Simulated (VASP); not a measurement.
Runs of VASP 6.6.1 on C. The structure is that of space group Fmmm (No. 69), or close to it. The cells are those of the table. 

```tsv
cell	pressure (GPa)	largest force (eV/Å)
a = 2.479, b = 2.479, c = 8.863 Å, angles 90.0, 90.0, 122.6°, 4 atoms	6.6	0.64
a = 2.557, b = 2.557, c = 9.087 Å, angles 90.0, 90.0, 121.3°, 4 atoms	-15.3	0.08
a = 2.500, b = 2.500, c = 8.703 Å, angles 90.0, 90.0, 117.3°, 4 atoms	(b)	0.34
a = 2.486, b = 2.486, c = 8.943 Å, angles 90.0, 90.0, 123.9°, 4 atoms	(a)	1.00
a = 2.496, b = 2.496, c = 8.625 Å, angles 90.0, 90.0, 115.9°, 4 atoms	-15.8	0.51
```

Alike in all rows: task single point; level PBE; potentials or basis VASP PAW PBE potentials, release 64 (C); no spin polarisation; k mesh 21 × 21 × 6; cutoff (eV) 520; smearing gaussian 0.15 eV.

Task: Estimate the missing entries.

Result: (a) 10.3; (b) -14.1.

Caveats: this functional lacks dispersion, which binds the layers, so the pressure and a relaxed spacing across them are unreliable; the cell stands under tension (at least some runs); the cell stands under pressure (at least some runs); forces of over 1 eV/Å act on the atoms, so gaps and moduli don't describe the material at rest (at least some runs).
